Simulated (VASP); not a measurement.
## Nb: single point with LDA

Crystal: Nb.

```
Nb
1.0
     0.00000    3.24894   -3.24894
    -3.24894    0.00000    3.24894
     1.62447    1.62447    1.62447
Nb
3
Direct
  0.00000 0.00000 0.00000
  0.33333 0.66667 0.33333
  0.66667 0.33333 0.66667
```

```json
{
  "Program": "VASP 6.6.1",
  "Task": "single point",
  "Functional": "LDA",
  "Potentials or basis": "VASP PAW LDA potentials, release 64 (Nb_sv)",
  "Cutoff": "520 eV",
  "k mesh": "8 × 8 × 12",
  "Occupations": "fermi-dirac, width 0.1 eV",
  "Spin": "no spin polarisation"
}
```

```
Pressure : -0.3 GPa
```

Levels at points of the mesh, in eV from the Fermi level:
```
           k point  band 16  band 17  band 18  band 19  band 20  band 21  band 22  band 23  band 24  band 25
(0.00, 0.00, 0.00)    -0.89    -0.89    -0.89    -0.89     0.31     0.31     0.31     3.38     3.38     3.92
(0.50, 0.00, 0.00)    -1.84    -0.97    -0.97    -0.73    -0.73     2.45     2.45     2.58     3.45     3.87
(0.00, 0.00, 0.50)    -1.60    -1.60    -1.60    -1.56    -1.56     3.86     3.86     3.86     3.86     5.95
(0.50, 0.00, 0.50)    -2.03    -2.03    -1.85    -0.32    -0.32     2.59     2.86     2.86     3.44     4.17
```

Wall time 2.1 min on 1 thread of AMD EPYC 9R14 (Zen 4), with other jobs on the host, peak memory 0.19 GiB.
